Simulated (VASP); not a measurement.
# LiH in VASP: notebook, part 2 of 2

VASP 6.6.1. The steps go on from the part before.

### Step 4. Single point, HSE06 (biaxial xy strain -0.7%)

POSCAR

```
LiH
1.0
    0.0000000000      2.1311787168      2.1451220099
    2.1311787168      0.0000000000      2.1451220099
    2.1311787168      2.1311787168      0.0000000000
Li H
1 1
Direct
    0.0000000000      0.0000000000      0.0000000000
    0.2500000000      0.2500000000      0.2500000000
```

INCAR.step1

```
SYSTEM = LiH
ALGO     = Normal         ! electronic algorithm
EDIFF    = 1E-5           ! SCF threshold, eV
ENCUT    = 520            ! plane-wave cutoff, eV
GGA      = PE             ! functional
ISIF     = 2              ! what is computed and relaxed
ISMEAR   = 0              ! smearing method
LASPH    = .TRUE.         ! aspherical terms in the spheres
LCHARG   = .FALSE.        ! write CHGCAR
LREAL    = .FALSE.        ! projectors in reciprocal space
LWAVE    = .TRUE.         ! write WAVECAR
NBANDS   = 9              ! bands
NELM     = 80             ! most SCF steps
PREC     = Accurate       ! precision mode
SIGMA    = 0.01           ! smearing width, eV
```

INCAR.step2

```
SYSTEM = LiH
ALGO     = Normal         ! electronic algorithm
EDIFF    = 1E-7           ! SCF threshold, eV
ENCUT    = 520            ! plane-wave cutoff, eV
GGA      = PE             ! functional
HFSCREEN = 0.2079         ! screening, 1/A
ISIF     = 2              ! what is computed and relaxed
ISMEAR   = 0              ! smearing method
ISTART   = 1            
LASPH    = .TRUE.         ! aspherical terms in the spheres
LCHARG   = .FALSE.        ! write CHGCAR
LHFCALC  = .TRUE.         ! exact exchange
LREAL    = .FALSE.        ! projectors in reciprocal space
LWAVE    = .FALSE.        ! write WAVECAR
NBANDS   = 9              ! bands
NELM     = 80             ! most SCF steps
PREC     = Accurate       ! precision mode
PRECFOCK = Normal       
SIGMA    = 0.01           ! smearing width, eV
```

KPOINTS

```
k-points
0
G
  8 8 8
  0 0 0
```

Potentials or basis: VASP PAW PBE potentials, release 64 (Li_sv, H).

Launch:

```bash
> cat potpaw_PBE.64/Li_sv/POTCAR potpaw_PBE.64/H/POTCAR > POTCAR
> cp INCAR.step1 INCAR
> mpirun -np 1 vasp_std > vasp.out
> cp INCAR.step2 INCAR
> mpirun -np 1 vasp_std > vasp.out
```

OUTCAR:

```text
SYSTEM = LiH
   EDIFF = 1E-7
   ENCUT = 520
   GGA = PE
   HFSCREEN = 0.2079
   ISIF = 2
   ISMEAR = 0
   ISTART = 1
   LASPH = .TRUE.
   LHFCALC = .TRUE.
   LREAL = .FALSE.
   NELM = 80
   PREC = Accurate
   PRECFOCK = Normal

 ion  position               nearest neighbor table
   1  0.000  0.000  0.000-
   2  0.250  0.250  0.250-

  LATTYP: Found a body centered tetragonal cell.
 ALAT       =     3.0139418451
 C/A-ratio  =     1.4234660920

  Lattice vectors:

 A1 = (  -2.1311787168,   0.0000000000,   2.1451220099)
 A2 = (   2.1311787168,   0.0000000000,   2.1451220099)
 A3 = (   0.0000000000,   2.1311787168,  -2.1451220099)

Analysis of symmetry for initial positions (statically):
=====================================================================
 Subroutine PRICEL returns:
 Original cell was already a primitive cell.

 Routine SETGRP: Setting up the symmetry group for a
 body centered tetragonal supercell.

 Subroutine GETGRP returns: Found  8 space group operations
 (whereof  8 operations were pure point group operations)
 out of a pool of 16 trial point group operations.

The static configuration has the point symmetry D_2d.

Analysis of symmetry for dynamics (positions and initial velocities):
=====================================================================
 Subroutine PRICEL returns:
 Original cell was already a primitive cell.

 Routine SETGRP: Setting up the symmetry group for a
 body centered tetragonal supercell.

 Subroutine GETGRP returns: Found  8 space group operations
 (whereof  8 operations were pure point group operations)
 out of a pool of 16 trial point group operations.

The dynamic configuration has the point symmetry D_2d.

 Subroutine INISYM returns: Found  8 space group operations
 (whereof  8 operations are pure point group operations),
 and found     1 'primitive' translations

----------------------------------------------------------------------------------------

                                     Primitive cell

[... 125 lines left out ...]
   ENCUTFOCK=  -1.0 apply spherical cutoff to Coloumb kernel
   IVDW    =     0    specifies the selected vdW correction
   LEPSILON=     F    determine dielectric tensor
   LRPA    =     F    only Hartree local field effects (RPA)
 non-spin polarized calculation
 Gauss-broadening in eV      SIGMA  =   0.01
  energy-cutoff  :      520.00
  volume of cell :       19.49
 maximum number of plane-waves:       544
 NGX is ok and might be reduce to    24
  NGX = 18; NGY = 18; NGZ = 18

 number of electron       3.9999993 magnetization

 Free energy of the ion-electron system (eV)
  ---------------------------------------------------
  ext. energy  EPLUGINS =         0.00000000
  ---------------------------------------------------
  free energy    TOTEN  =        -6.68282573 eV

  energy without entropy =       -6.68282573  energy(sigma->0) =       -6.68282573

 E-fermi :  -2.1214     XC(G=0):  -6.5093

 val. band max:       -2.3700166625   @ k =  -0.2500   0.2500   0.5000
 cond. band min:       2.8843068204   @ k =   0.5000  -0.0000   0.0000
 fundamental gap:      5.2543234829
 Fermi energy:        -2.1214399836

 k-point     1 :       0.0000    0.0000    0.0000
  band No.  band energies     occupation
      1     -48.6136      2.00000
      2      -6.5723      2.00000
      3      12.4046      0.00000
      4      16.6065      0.00000
      5      16.6120      0.00000
      6      16.6120      0.00000
      7      19.1696      0.00000
      8      19.1739      0.00000
      9      19.1739      0.00000
[... 265 lines left out ...]
 k-point    24 :       0.3750    0.0000    0.1250
  band No.  band energies     occupation
      1     -48.5909      2.00000
      2      -4.4664      2.00000
      3       5.2795      0.00000
      4      12.6989      0.00000
      5      13.2156      0.00000
      6      15.0623      0.00000
      7      19.0700      0.00000
      8      21.6543      0.00000
      9      22.8145      0.00000

 [... further k-points ...]

------------------------ aborting loop because EDIFF is reached ----------------------------------------

  FORCE on cell =-STRESS in cart. coord.  units (eV):
  Direction    XX          YY          ZZ          XY          YZ          ZX
  --------------------------------------------------------------------------------------
  -------------------------------------------------------------------------------------
  Total       -0.0055756     -0.0055756     -0.0180095      0.0000000      0.0000000      0.0000000
  in kB       -0.4584401     -0.4584401     -1.4807775      0.0000000      0.0000000      0.0000000
  external PRESSURE =      -0.7992192 kB  Pullay stress =       0.0000000 kB

 VOLUME and BASIS-vectors are now :
 -----------------------------------------------------------------------------
  energy-cutoff  :      520.00
  volume of cell :       19.49
      direct lattice vectors                 reciprocal lattice vectors
     0.000000000  2.131178717  2.145122010    -0.234611953  0.234611953  0.233086975
     2.131178717  0.000000000  2.145122010     0.234611953 -0.234611953  0.233086975
     2.131178717  2.131178717  0.000000000     0.234611953  0.234611953 -0.233086975

 POSITION                                       TOTAL-FORCE (eV/Angst)
 -----------------------------------------------------------------------------------
      0.00000      0.00000      0.00000         0.000000      0.000000      0.000000
      1.06559      1.06559      1.07256        -0.000000     -0.000000     -0.000000
 -----------------------------------------------------------------------------------
    total drift:                                0.000000      0.000000      0.000000

  FREE ENERGIE OF THE ION-ELECTRON SYSTEM (eV)
  ---------------------------------------------------
  free  energy   TOTEN  =        -6.6828257303 eV

  energy  without entropy=       -6.6828257303  energy(sigma->0) =       -6.68282573
```

OSZICAR.step1:

```text
N       E                     dE             d eps       ncg     rms          rms(c)
DAV:   1    -0.132604805428E+01   -0.13260E+01   -0.14790E+03  1070   0.413E+02
DAV:   2    -0.630110071679E+01   -0.49751E+01   -0.49449E+01  1476   0.548E+01
DAV:   3    -0.637347312028E+01   -0.72372E-01   -0.72336E-01  1276   0.588E+00
DAV:   4    -0.637399791932E+01   -0.52480E-03   -0.52471E-03  1440   0.453E-01
DAV:   5    -0.637400070660E+01   -0.27873E-05   -0.27873E-05  1259   0.246E-02    0.332E+00
DAV:   6    -0.610177377152E+01    0.27223E+00   -0.25928E-01  1123   0.143E+00    0.162E+00
DAV:   7    -0.602508499921E+01    0.76689E-01   -0.29294E-01  1185   0.173E+00    0.290E-01
DAV:   8    -0.603040172914E+01   -0.53167E-02   -0.11381E-02  1214   0.540E-01    0.521E-02
DAV:   9    -0.603036099903E+01    0.40730E-04   -0.23265E-04  1393   0.702E-02    0.871E-03
DAV:  10    -0.603036078477E+01    0.21425E-06   -0.11365E-05  1270   0.227E-02
   1 F= -.60303608E+01 E0= -.60303608E+01  d E =0.000000E+00
```

Wall time 10 min (1 thread of Intel Xeon 6975P-C (Granite Rapids), shared host); peak memory 0.25 GiB.

What came out:

```yaml
Free_energy: -6.6828 eV
Band_gap_on_the_k_mesh: 5.25 eV (least direct gap 6.46 eV)
```

Levels at points of the mesh, in eV from the valence-band top:
| k point | band 1 | band 2 | band 3 | band 4 | band 5 |
| --- | --- | --- | --- | --- | --- |
| (0.00, 0.00, 0.00) | -46.24 | -4.20 | 14.77 | 18.98 | 18.98 |
| (0.50, 0.00, 0.00) | -46.22 | -1.20 | 5.25 | 16.65 | 16.77 |
| (0.50, 0.50, 0.00) | -46.21 | -0.43 | 8.30 | 11.36 | 12.25 |
| (0.50, 0.00, 0.50) | -46.21 | -0.37 | 8.38 | 11.29 | 12.14 |

Caveat: the cell differs from its parent crystal (biaxial xy strain -0.7%); the cutoff is under 1.25 times the usual one of these potentials, so pressure, stress and relaxed cells hold a basis-set (Pulay) error; the PAW data sets were made with another functional, which shifts forces and pressure a little.

### Step 5. Single point, HSE06 (uniaxial x strain +5.4%)

POSCAR

```
LiH
1.0
    0.0000000000      2.1451220099      2.1451220099
    2.2605295740      0.0000000000      2.1451220099
    2.2605295740      2.1451220099      0.0000000000
Li H
1 1
Direct
    0.0000000000      0.0000000000      0.0000000000
    0.2500000000      0.2500000000      0.2500000000
```

INCAR.step1

```
PREC = Accurate
ENCUT = 520
EDIFF = 1E-5
ISMEAR = 0
SIGMA = 0.01
LREAL = False
LASPH = True
NELM = 60
ALGO = Normal
ISIF = 2
LWAVE = True
LCHARG = False
GGA = PE
NBANDS = 9
```

INCAR.step2

```
PREC = Accurate
ENCUT = 520
EDIFF = 1E-6
ISMEAR = 0
SIGMA = 0.01
LREAL = False
LASPH = True
NELM = 60
ALGO = Normal
ISIF = 2
LWAVE = False
LCHARG = False
GGA = PE
LHFCALC = True
HFSCREEN = 0.2079
PRECFOCK = Normal
ISTART = 1
NBANDS = 9
```

KPOINTS

```
regular mesh
0
Gamma
  8 8 8
```

Launch:

```bash
> cat potpaw_PBE.64/Li_sv/POTCAR potpaw_PBE.64/H/POTCAR > POTCAR
> cp INCAR.step1 INCAR
> mpirun -np 1 vasp_std > vasp.out
> cp INCAR.step2 INCAR
> mpirun -np 1 vasp_std > vasp.out
```

Wall time 7.8 min (1 thread of Intel Xeon 6975P-C (Granite Rapids), shared host); peak memory 0.25 GiB.

The run converged. Its results:

```yaml
Free_energy: -6.6742 eV
Band_gap_on_the_k_mesh: 5.05 eV (least direct gap 6.28 eV)
```

Levels at points of the mesh, in eV from the valence-band top:
```
           k point  band 1  band 2  band 3  band 4  band 5  band 6  band 7
(0.00, 0.00, 0.00)  -46.50   -4.12   14.05   18.15   18.23   18.23   20.70
(0.50, 0.00, 0.00)  -46.48   -1.22    5.05   15.38   16.51   17.08   19.31
(0.50, 0.50, 0.00)  -46.47   -0.28    8.25   10.72   11.42   11.57   18.90
(0.00, 0.50, 0.50)  -46.47   -0.78    7.60   11.24   12.24   12.24   19.51
```

Caveat: the cell differs from its parent crystal (uniaxial x strain +5.4%); the cutoff is under 1.25 times the usual one of these potentials, so pressure, stress and relaxed cells hold a basis-set (Pulay) error; the PAW data sets were made with another functional, which shifts forces and pressure a little. A k mesh can miss the band edges.

### Step 6. Summary

| level | cell | k mesh | smearing | grid for exact exchange (PRECFOCK) | share of exact exchange | screening parameter | gap on the mesh (eV) |
| --- | --- | --- | --- | --- | --- | --- | --- |
| PBE | a = 3.034, b = 3.034, c = 3.020 Å, angles 60.1, 60.1, 60.3°, 2 atoms | 10 × 10 × 10 | fermi-dirac 0.02 eV | - | - | - | 4.22 |
| r2SCAN | a = 3.034, b = 3.034, c = 3.020 Å, angles 60.1, 60.1, 60.3°, 2 atoms | 10 × 10 × 10 | gaussian 0.01 eV | - | - | - | 4.80 |
| HSE06 | a = 3.024, b = 3.024, c = 3.014 Å, angles 60.1, 60.1, 59.8°, 2 atoms | 8 × 8 × 8 | gaussian 0.01 eV | Normal | 0.25 | 0.2079 1/Å | 5.25 |
| HSE06 | a = 3.034, b = 3.116, c = 3.116 Å, angles 58.3, 60.9, 60.9°, 2 atoms | 8 × 8 × 8 | gaussian 0.01 eV | Normal | 0.25 | 0.2079 1/Å | 5.05 |

Alike in all rows: task single point; potentials or basis VASP PAW PBE potentials, release 64 (Li_sv, H); no spin polarisation; cutoff (eV) 520.

Caveats: the cutoff is under 1.25 times the usual one of these potentials, so pressure, stress and relaxed cells hold a basis-set (Pulay) error; the PAW data sets were made with another functional, which shifts forces and pressure a little (at least some runs).

Total energies depend on the potentials used, so only differences within one code and one set of settings carry meaning.
